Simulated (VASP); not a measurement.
# Zn27Se26S (a cell with a defect) in VASP: single point with PBE

Aim: the single point of Zn27Se26S (a cell with a defect) with PBE.

All numbers are computed with VASP 6.6.1; they aren't measurements. Logs are shortened: lines on timing, memory, paths and dates and some standing lists are left out, and cuts for length are marked.

### 1 The cell of the first run

The cell holds a defect, 54 atoms: a = 12.023 Å, b = 12.023 Å, c = 12.023 Å, α = 60.00°, β = 60.00°, γ = 60.00°.

### 2 Single point, PBE, collinear spin

Input file INCAR:

```
PREC = Accurate
ENCUT = 400
EDIFF = 1E-6
ISMEAR = 0
SIGMA = 0.05
LREAL = Auto
LASPH = T
NELM = 200
ALGO = Normal
ISIF = 2
LWAVE = F
LCHARG = F
ISPIN = 2
MAGMOM = 0.2 0.2 0 0.2 0 0 0 0 0 0.2 0 0 0 0 0 0 0 0 0 0 0 0 0 0 0 0 0 0.2 0 0 0 0 0 0 0 0 0 0 0 0 0 0 0 0 0 0 0 0 0 0 0 0 0 0
LORBIT = 11
GGA = PE
NELECT = 487.0
NBANDS = 280
GGA_COMPAT = F
```

Input file KPOINTS:

```
regular mesh
0
Gamma
  1 1 1
```

Input file POSCAR:

```
Zn27Se26S
1.0
    0.0000000000      8.5014000000      8.5014000000
    8.5014000000      0.0000000000      8.5014000000
    8.5014000000      8.5014000000      0.0000000000
Zn S Se
27 1 26
Direct
    0.0027565183      0.0025818750      0.0032975168
    0.0030736020      0.0025922801      0.3249621227
    0.0001377431     -0.0000710854      0.6667872831
    0.0028344993      0.3242613084      0.0030179040
    0.0003399188      0.3329998142      0.3331313700
    0.0003261384      0.3328594585      0.6668939513
    0.0001345872      0.6662892120      0.0002370664
    0.0003329506      0.6665453768      0.3332742132
    0.0001230979      0.6663005251      0.6667608114
    0.3245542669      0.0026362061      0.0030041066
    0.3332110361      0.0001716815      0.3331493099
    0.3330483118      0.0001441845      0.6669359709
    0.3330633266      0.3328663148      0.0004758069
    0.3333491001      0.3331213975      0.3334685707
    0.3331289421      0.3328992543      0.6669332395
    0.3331533554      0.6665363036      0.0004574106
    0.3331696989      0.6665193269      0.3332601330
    0.3336040339      0.6663911165      0.6667052162
    0.6665437137     -0.0000830290      0.0002356341
    0.6667913074      0.0001432799      0.3333367461
    0.6665779326     -0.0000815895      0.6667075108
    0.6667167674      0.3329647513      0.0004494453
    0.6668180640      0.3328445120      0.3333077959
    0.6665774444      0.3334082491      0.6667137974
    0.6666176580      0.6663615710      0.0002193934
    0.6665574322      0.6663970480      0.3337274279
    0.6665839844      0.6664047528      0.6666904607
    0.0832976679      0.0829931759      0.0836174134
    0.0831276201      0.0829071199      0.4156353620
    0.0829949038      0.0828019430      0.7521401283
    0.0829992545      0.4151625729      0.0831071820
    0.0833193947      0.4164481635      0.4168065742
    0.0830616347      0.4151602752      0.7519315840
    0.0830685750      0.7514949589      0.0832219905
    0.0831061224      0.7514953519      0.4156274598
    0.0834854367      0.7497615034      0.7500818634
    0.4154132451      0.0828096921      0.0831199762
    0.4166932076      0.0830999395      0.4168414148
    0.4154426281      0.0828357876      0.7519235909
    0.4166192454      0.4164383771      0.0834490479
    0.4167159122      0.4164201688      0.4168220697
    0.4165898701      0.4164053130      0.7502030776
    0.4154696269      0.7515320257      0.0831911893
    0.4165907192      0.7499030199      0.4167056581
    0.4165964985      0.7498853198      0.7502016935
    0.7516828255      0.0828813531      0.0832645069
    0.7519305169      0.0827964533      0.4156011730
    0.7499727474      0.0832969744      0.7500865498
    0.7517493622      0.4152078327      0.0832203234
    0.7500842329      0.4164094949      0.4167170014
    0.7500677093      0.4164149006      0.7501973822
    0.7499734744      0.7497562286      0.0836092162
    0.7500848834      0.7498908121      0.4167224173
    0.7499671222      0.7497498791      0.7500855457
```

Potentials or basis: VASP PAW PBE potentials, release 64 (Zn, S, Se).

Launch:

```console
cat potpaw_PBE.64/Zn/POTCAR potpaw_PBE.64/S/POTCAR potpaw_PBE.64/Se/POTCAR > POTCAR
mpirun -np 1 vasp_gam > vasp.out
```

OUTCAR:

```text
PREC = Accurate
   ENCUT = 400
   EDIFF = 1E-6
   ISMEAR = 0
   LREAL = Auto
   LASPH = T
   NELM = 200
   ISIF = 2
   ISPIN = 2
   LORBIT = 11
   GGA = PE
   NELECT = 487.0

 ion  position               nearest neighbor table
   1  0.003  0.003  0.003-  28 2.37  46 2.47  34 2.47  30 2.47
   2  0.003  0.003  0.325-  28 2.37  29 2.47  35 2.47  47 2.47
   3  0.000  1.000  0.667-  48 2.46  36 2.46  30 2.46  29 2.47
   4  0.003  0.324  0.003-  28 2.37  33 2.47  49 2.47  31 2.47
   5  0.000  0.333  0.333-  31 2.45  29 2.46  32 2.46  50 2.46
   6  0.000  0.333  0.667-  30 2.45  33 2.45  32 2.46  51 2.46
[... 46 lines left out ...]
  53  0.750  0.750  0.417-  27 2.45  26 2.45   8 2.46  20 2.46
  54  0.750  0.750  0.750-  27 2.46  25 2.46   9 2.46  21 2.46

  LATTYP: Found a face centered cubic cell.
 ALAT       =    17.0028000000

  Lattice vectors:

 A1 = (   0.0000000000,   8.5014000000,   8.5014000000)
 A2 = (   8.5014000000,   0.0000000000,   8.5014000000)
 A3 = (   8.5014000000,   8.5014000000,   0.0000000000)

Analysis of symmetry for initial positions (statically):
=====================================================================
 Subroutine PRICEL returns:
 Original cell was already a primitive cell.

 Routine SETGRP: Setting up the symmetry group for a
 face centered cubic supercell.

 Subroutine GETGRP returns: Found  1 space group operations
 (whereof  1 operations were pure point group operations)
 out of a pool of 48 trial point group operations.

The static configuration has the point symmetry C_1 .

Analysis of symmetry for dynamics (positions and initial velocities):
=====================================================================
 Subroutine PRICEL returns:
 Original cell was already a primitive cell.

 Routine SETGRP: Setting up the symmetry group for a
 face centered cubic supercell.

 Subroutine GETGRP returns: Found  1 space group operations
 (whereof  1 operations were pure point group operations)
 out of a pool of 48 trial point group operations.

The dynamic configuration has the point symmetry C_1 .

Analysis of structural, dynamic, and magnetic symmetry:
=====================================================================
 Subroutine PRICEL returns:
 Original cell was already a primitive cell.

 Routine SETGRP: Setting up the symmetry group for a
 face centered cubic supercell.

 Subroutine GETGRP returns: Found  1 space group operations
 (whereof  1 operations were pure point group operations)
 out of a pool of 48 trial point group operations.

The overall configuration has the point symmetry C_1 .

 Subroutine INISYM returns: Found  1 space group operations
 (whereof  1 operations are pure point group operations),
 and found     1 'primitive' translations

----------------------------------------------------------------------------------------

                                     Primitive cell

  volume of cell :    1228.8570

  direct lattice vectors                    reciprocal lattice vectors
     0.000000000  8.501400000  8.501400000    -0.058813842  0.058813842  0.058813842
     8.501400000  0.000000000  8.501400000     0.058813842 -0.058813842  0.058813842
     8.501400000  8.501400000  0.000000000     0.058813842  0.058813842 -0.058813842

  length of vectors
    12.022795179 12.022795179 12.022795179     0.101868563  0.101868563  0.101868563

  position of ions in fractional coordinates (direct lattice)
     0.002756518  0.002581875  0.003297517
     0.003073602  0.002592280  0.324962123
     0.000137743  0.999928915  0.666787283
     0.002834499  0.324261308  0.003017904
     0.000339919  0.332999814  0.333131370
     0.000326138  0.332859459  0.666893951
[... 46 lines left out ...]
     0.750084883  0.749890812  0.416722417
     0.749967122  0.749749879  0.750085546

  ion indices of the primitive-cell ions
   primitive index   ion index
                 1           1
                 2           2
                 3           3
                 4           4
                 5           5
                 6           6
[... 46 lines left out ...]
                53          53
                54          54

----------------------------------------------------------------------------------------

 KPOINTS: regular mesh

Automatic generation of k-mesh.
 Grid dimensions read from file:
 generate k-points for:    1    1    1

 Generating k-lattice:

  Cartesian coordinates                     Fractional coordinates (reciprocal lattice)
    -0.058813842  0.058813842  0.058813842     1.000000000  0.000000000  0.000000000
     0.058813842 -0.058813842  0.058813842     0.000000000  1.000000000  0.000000000
     0.058813842  0.058813842 -0.058813842     0.000000000  0.000000000  1.000000000

  Length of vectors
     0.101868563  0.101868563  0.101868563

  Shift w.r.t. Gamma in fractional coordinates (k-lattice)
     0.000000000  0.000000000  0.000000000

 Subroutine IBZKPT returns following result:
 ===========================================

 Found      1 irreducible k-points:

 Following reciprocal coordinates:
            Coordinates               Weight
  0.000000  0.000000  0.000000      1.000000
   k-points           NKPTS =      1   k-points in BZ     NKDIM =      1   number of bands    NBANDS=    280
   number of dos      NEDOS =    301   number of ions     NIONS =     54
   total plane-waves  NPLWV = 512000
   dimension x,y,z NGX =    80 NGY =   80 NGZ =   80
   dimension x,y,z NGXF=   160 NGYF=  160 NGZF=  160
   ions per type =              27   1  26
   NGX,Y,Z   is equivalent  to a cutoff of  11.06, 11.06, 11.06 a.u.
   NGXF,Y,Z  is equivalent  to a cutoff of  22.12, 22.12, 22.12 a.u.
 SYSTEM =  unknown system
   PREC   = accura    normal or accurate (medium, high low for compatibility)
   ISTART =      0    job   : 0-new  1-cont  2-samecut
   ICHARG =      2    charge: 1-file 2-atom 10-const
   ISPIN  =      2    spin polarized calculation?
   LNONCOLLINEAR =      F non collinear calculations
   LSORBIT =      F    spin-orbit coupling
   LASPH  =      T    aspherical Exc in radial PAW
   ENCUT  =  400.0 eV  29.40 Ry    5.42 a.u.  19.61 19.61 19.61*2*pi/ulx,y,z
   NELM   =    200;   NELMIN=  2; NELMDL= -5     # of ELM steps
   EDIFF  = 0.1E-05   stopping-criterion for ELM
   LREAL  =      T    real-space projection
   EDIFFG = 0.1E-04   stopping-criterion for IOM
   NSW    =      0    number of steps for IOM
   IBRION =     -1    ionic relax: 0-MD 1-quasi-New 2-CG
   NFREE  =      0    steps in history (QN), initial steepest desc. (CG)
   ISIF   =      2    stress and relaxation
   ISYM   =      2    0-nonsym 1-usesym 2-fastsym
   POTIM  = 0.5000    time-step for ionic-motion
   TEBEG  =    0.0;   TEEND  =   0.0 temperature during run
   PSTRESS=    0.0 pullay stress
   NELECT =     487.0000    total number of electrons
   NUPDOWN=      -1.0000    fix difference up-down
   EMIN   =  10.00;   EMAX   =-10.00  energy-range for DOS
   EFERMI =   0.00;   METHOD = LEGACY
   ISMEAR =     0;   SIGMA  =   0.05  broadening in eV -4-tet -1-fermi 0-gaus
   EFERMI_NEDOS =   21; number of points for ismear=-14 and -15
   IALGO  =     38    algorithm
   IMIX   =      4    mixing-type and parameters
     AMIX     =   0.40;   BMIX     =  1.00
     AMIX_MAG =   1.60;   BMIX_MAG =  1.00
  volume/ion in A,a.u.               =      22.76       153.57
  Fermi-wavevector in a.u.,A,eV,Ry     =   1.202497  2.272390 19.674014  1.445999
  Thomas-Fermi vector in A             =   2.338277
   LORBIT       =     11    0 simple, 1 ext, 2 COOP (PROOUT), +10 PAW based schemes
   GGA     = PE    functional components
   LHFCALC =     F    Hartree Fock is set to
   AEXX    =    0.0000 exact exchange contribution
   IVDW    =     0    specifies the selected vdW correction
   LEPSILON=     F    determine dielectric tensor
   LRPA    =     F    only Hartree local field effects (RPA)
 spin polarized calculation
 Gauss-broadening in eV      SIGMA  =   0.05
  energy-cutoff  :      400.00
  volume of cell :     1228.86
 maximum number of plane-waves:     11114
 NGX is ok and might be reduce to    80
   NGX = 39   NGY = 39   NGZ = 39

 number of electron     487.0000024 magnetization       0.0026641

 Free energy of the ion-electron system (eV)
  ---------------------------------------------------
  ext. energy  EPLUGINS =         0.00000000
  ---------------------------------------------------
  free energy    TOTEN  =      -152.99742505 eV

  energy without entropy =     -152.96921559  energy(sigma->0) =     -152.98332032

 E-fermi :   2.9176     XC(G=0):  -9.2917

 val. band max:        2.9175773551   @ k =   0.0000   0.0000   0.0000
 cond. band min:       2.9176672205   @ k =   0.0000   0.0000   0.0000
 fundamental gap:      0.0000898654
 Fermi energy:         2.9176222878

 spin component 1

 k-point     1 :       0.0000    0.0000    0.0000
  band No.  band energies     occupation
      1     -11.5315      1.00000
      2     -10.9815      1.00000
      3     -10.9639      1.00000
      4     -10.9591      1.00000
      5     -10.9591      1.00000
      6     -10.9590      1.00000
[... 247 lines left out ...]
    254       5.0231      0.00000
    255       5.0408      0.00000
 Fermi energy:         2.9176222878

 spin component 2

 k-point     1 :       0.0000    0.0000    0.0000
  band No.  band energies     occupation
      1     -11.5315      1.00000
      2     -10.9815      1.00000
      3     -10.9639      1.00000
      4     -10.9591      1.00000
      5     -10.9591      1.00000
      6     -10.9590      1.00000
[... 247 lines left out ...]
    254       5.0232      0.00000
    255       5.0409      0.00000
 [bands above 255 left out]

------------------------ aborting loop because EDIFF is reached ----------------------------------------

  FORCE on cell =-STRESS in cart. coord.  units (eV):
  Direction    XX          YY          ZZ          XY          YZ          ZX
  --------------------------------------------------------------------------------------
  -------------------------------------------------------------------------------------
  Total       36.1048732     36.1048866     36.0945175      0.0113118      0.0192450      0.0136959
  in kB       47.0733449     47.0733624     47.0598432      0.0147483      0.0250915      0.0178567
  external PRESSURE =      47.0688502 kB  Pullay stress =       0.0000000 kB

 VOLUME and BASIS-vectors are now :
 -----------------------------------------------------------------------------
  energy-cutoff  :      400.00
  volume of cell :     1228.86
      direct lattice vectors                 reciprocal lattice vectors
     0.000000000  8.501400000  8.501400000    -0.058813842  0.058813842  0.058813842
     8.501400000  0.000000000  8.501400000     0.058813842 -0.058813842  0.058813842
     8.501400000  8.501400000  0.000000000     0.058813842  0.058813842 -0.058813842

 POSITION                                       TOTAL-FORCE (eV/Angst)
 -----------------------------------------------------------------------------------
      0.04998      0.05147      0.04538         0.009881      0.010201      0.014393
      2.78467      2.78876      0.04817        -0.011249     -0.013451      0.009264
     14.16942      5.66980      8.50197        -0.000612     -0.000508      0.008045
      2.78233      0.04975      2.78077        -0.007356      0.011484     -0.007584
      5.66305      2.83497      2.83385        -0.004024      0.002443     -0.000074
      8.49930      5.67230      2.83254        -0.000160      0.005380      0.000403
[... 46 lines left out ...]
      9.91785      9.91950     12.75189         0.000395      0.005786     -0.000282
     12.75070     12.75255     12.74969         0.002976     -0.001063      0.005724
 -----------------------------------------------------------------------------------
    total drift:                                0.002360     -0.000951     -0.002447

  FREE ENERGIE OF THE ION-ELECTRON SYSTEM (eV)
  ---------------------------------------------------
  free  energy   TOTEN  =      -152.9974250463 eV

  energy  without entropy=     -152.9692155899  energy(sigma->0) =     -152.98332032

 total charge

# of ion       s       p       d       tot
------------------------------------------
    1        0.517   0.443   9.791  10.751
    2        0.517   0.443   9.791  10.751
    3        0.522   0.447   9.789  10.758
    4        0.517   0.443   9.791  10.751
    5        0.523   0.453   9.789  10.765
    6        0.523   0.453   9.789  10.765
[... 46 lines left out ...]
   53        1.428   2.475   0.027   3.931
   54        1.429   2.475   0.027   3.931
--------------------------------------------------
tot         52.554  78.908 265.019 396.480

 magnetization (x)

# of ion       s       p       d       tot
------------------------------------------
    1        0.000   0.000  -0.000   0.000
    2        0.000   0.000  -0.000   0.000
    3        0.000   0.000  -0.000   0.000
    4        0.000   0.000  -0.000   0.000
    5        0.000   0.000  -0.000   0.000
    6        0.000   0.000  -0.000   0.000
[... 46 lines left out ...]
   53        0.000  -0.000   0.000   0.000
   54        0.000  -0.000   0.000   0.000
--------------------------------------------------
tot          0.001  -0.000  -0.000   0.000
```

It took 34 min on 1 thread of Intel Xeon 8259CL, shared host; peak memory 1.4 GiB.

What came out:

```yaml
Free_energy: -152.9974 eV
Largest_force: 0.020 eV/Å
Net_moment: 0.00 μB per cell
Valence_electrons_inside_the_program's_atomic_spheres: Zn 10.75, 10.76, 10.77 (each value once); S 3.76; Se 3.93
```

Forces in eV/Å, atoms in the order of the input:
```
Zn   0.010  0.010  0.014
Zn  -0.011 -0.013  0.009
Zn  -0.001 -0.001  0.008
Zn  -0.007  0.011 -0.008
Zn  -0.004  0.002  0.000
Zn   0.000  0.005  0.000
Zn   0.000  0.009  0.001
Zn  -0.001  0.000  0.005
Zn  -0.008 -0.001  0.000
Zn   0.011 -0.007 -0.008
Zn   0.002 -0.003 -0.001
Zn   0.005  0.000  0.001
Zn   0.001  0.001 -0.004
Zn   0.000  0.000  0.000
Zn  -0.001 -0.002 -0.006
Zn   0.005 -0.001 -0.002
Zn  -0.001 -0.006 -0.001
Zn   0.002 -0.002 -0.001
Zn   0.009  0.001  0.001
Zn  -0.001 -0.002  0.005
Zn   0.000 -0.007  0.000
Zn  -0.001  0.005 -0.002
Zn  -0.007 -0.002  0.000
Zn  -0.002  0.002 -0.001
Zn   0.000  0.000 -0.009
Zn  -0.002 -0.001  0.003
Zn   0.002  0.002  0.001
S    0.001  0.000 -0.001
Se   0.002  0.003 -0.007
Se  -0.005 -0.006 -0.005
Se  -0.001 -0.004  0.001
Se   0.002 -0.003  0.002
Se   0.010 -0.004 -0.002
Se  -0.002 -0.006 -0.002
Se   0.009  0.000 -0.002
Se  -0.002  0.000 -0.001
Se  -0.007  0.002  0.001
Se   0.001  0.000  0.001
Se  -0.005  0.007 -0.002
Se   0.001 -0.002  0.004
Se  -0.001  0.001 -0.001
Se   0.004  0.004 -0.005
Se  -0.004  0.001  0.009
Se   0.003  0.000  0.004
Se   0.001  0.003  0.000
Se  -0.007 -0.005 -0.001
Se  -0.002  0.004 -0.006
Se   0.000  0.003 -0.006
Se   0.000 -0.007  0.009
Se  -0.001  0.002  0.000
Se   0.000  0.001  0.000
Se  -0.001  0.000  0.001
Se   0.000  0.006  0.000
Se   0.003 -0.001  0.006
```

Levels at points of the mesh, in eV from the Fermi level:
Spin up:
```tsv
k point	band 242	band 243	band 244	band 245	band 246	band 247
(0.00, 0.00, 0.00)	-1.23	-1.23	0.00	1.33	1.39	1.39
```
Spin down:
```
           k point  band 239  band 240  band 241  band 242  band 243  band 244  band 245  band 246  band 247  band 248
(0.00, 0.00, 0.00)     -1.88     -1.88     -1.23     -1.23     -1.23      0.00      1.33      1.39      1.39      1.39
```

Caveat: the k points lie up to 0.64 Å⁻¹ apart; the cell carries a net charge on a neutralising background, which shifts energy and pressure; the cell is charged against a uniform background, so pressure and absolute levels hang on convention.
